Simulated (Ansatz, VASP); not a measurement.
## AlN in VASP and in Ansatz

File INCAR:

```
SYSTEM = AlN
ALGO     = Normal         ! electronic algorithm
EDIFF    = 1E-6           ! SCF threshold, eV
ENCUT    = 520            ! plane-wave cutoff, eV
GGA      = PE             ! functional
ISIF     = 2              ! what is computed and relaxed
ISMEAR   = 0              ! smearing method
LASPH    = .True.         ! aspherical terms in the spheres
LCHARG   = .True.         ! write CHGCAR
LELF     = .True.         ! ELF
LREAL    = .False.        ! projectors in reciprocal space
LVHAR    = .True.       
LWAVE    = .False.        ! write WAVECAR
NBANDS   = 26             ! bands
NELM     = 100            ! most SCF steps
PREC     = Accurate       ! precision mode
SIGMA    = 0.05           ! smearing width, eV
```

KPOINTS

```
k-points
0
Gamma
  6 6 6
  0 0 0
```

POSCAR

```
AlN
1.0
    4.4025164325      0.0000000000      0.0000000000
    0.0000000000     -4.4025164325      0.0000000000
    0.0000000000      0.0000000000     -4.4025164325
Al N
4 4
Direct
   -0.0404747856     -0.0858599862     -0.0404747856
    0.5000000000      0.5000000000      0.0000000000
    0.5000000000      0.0000000000      0.5000000000
    0.0000000000      0.5000000000      0.5000000000
    0.7500000000      0.7500000000      0.7500000000
    0.2500000000      0.2500000000      0.7500000000
    0.2500000000      0.7500000000      0.2500000000
    0.7500000000      0.2500000000      0.2500000000
```

Input for Ansatz:

```yaml
crystal:
  lattice:
    - [4.4025164325, 0.0, 0.0]
    - [0.0, -4.4025164325, 0.0]
    - [0.0, 0.0, -4.4025164325]
  atoms:
    - { symbol: Al, position: [-0.0404747856, -0.0858599862, -0.0404747856] }
    - { symbol: Al, position: [0.5, 0.5, 0.0] }
    - { symbol: Al, position: [0.5, 0.0, 0.5] }
    - { symbol: Al, position: [0.0, 0.5, 0.5] }
    - { symbol: "N", position: [0.75, 0.75, 0.75] }
    - { symbol: "N", position: [0.25, 0.25, 0.75] }
    - { symbol: "N", position: [0.25, 0.75, 0.25] }
    - { symbol: "N", position: [0.75, 0.25, 0.25] }
basis:
  ecutwfc: 420
kpoints:
  mp_grid: { grid: [6, 6, 6] }
hamiltonian:
  xc: pbe
  pseudopotentials: { kind: paw, azcp: { folder: soft_1 } }
scf:
  occupations: { method: gaussian, width: 0.05 }
output:
  forces: true
  stress: true
  eigenvalues: true
```

Alike in both runs: task single point; functional PBE; k mesh 6 × 6 × 6; occupations gaussian, width 0.05 eV; no spin polarisation.

|  | VASP | Ansatz |
| --- | --- | --- |
| version | VASP 6.6.1 | Ansatz 0.2.0 |
| potentials or method | VASP PAW PBE potentials, release 64 (Al, N), cutoff 520 eV | scalar-relativistic, plane waves, PAW |
| valence electrons in the cell | 32 | 32 |

Ansatz gave:

* gap on the k mesh at the Fermi level (eV): 1.90
* least direct gap on the mesh (eV): 1.96
* pressure (GPa): 10.4
* traceless stress, the component that is largest in VASP (GPa): -13.62
* rms of the force components (eV/Å): 4.677

Estimate VASP's values.

gap on the k mesh at the Fermi level (eV): 1.90; least direct gap on the mesh (eV): 1.95; pressure (GPa): 10.3; traceless stress, the component that is largest in VASP (GPa): -13.71; rms of the force components (eV/Å): 4.694.

Atom by atom the forces differ by 0.019 eV/Å (rms over components).
